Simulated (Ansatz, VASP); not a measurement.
## One calculation of Zn2SiN, two programs

```
Zn Si N
1.0
     3.11225    0.00000    0.00000
    -1.55613    2.69529    0.00000
     0.00000    0.00000    6.39525
Zn Si N
2 1 1
Direct
  0.33333 0.66667 0.17450
  0.66667 0.33333 0.82550
  0.00000 0.00000 0.50000
  0.00000 0.00000 0.00000
```

Change from the starting cell: species swapped into the GdAgSe2 type (P-3m1, No. 164).

Alike in both runs: functional PBE; k mesh 18 × 18 × 8; occupations gaussian, width 0.1 eV; no spin polarisation.

Ansatz relaxed the structure, and its values are those at the end. VASP's run is a single point on that final structure, the one shown.

|  | VASP | Ansatz |
| --- | --- | --- |
| version | VASP 6.6.1 | Ansatz 0.2.0 |
| potentials or method | VASP PAW PBE potentials, release 64 (Zn, Si, N), cutoff 600 eV | scalar-relativistic, plane waves, PAW |
| valence electrons in the cell | 33 | 33 |

Ansatz gave:

* gap on the k mesh at the Fermi level (eV): none
* pressure (GPa): 0.0
* rms of the force components (eV/Å): 0.000

Question: What did VASP give for the same quantities?

Answer: gap on the k mesh at the Fermi level (eV): none; pressure (GPa): 0.4; rms of the force components (eV/Å): 0.018.

A gap of «none» marks a metal or a gap that the smearing closes.
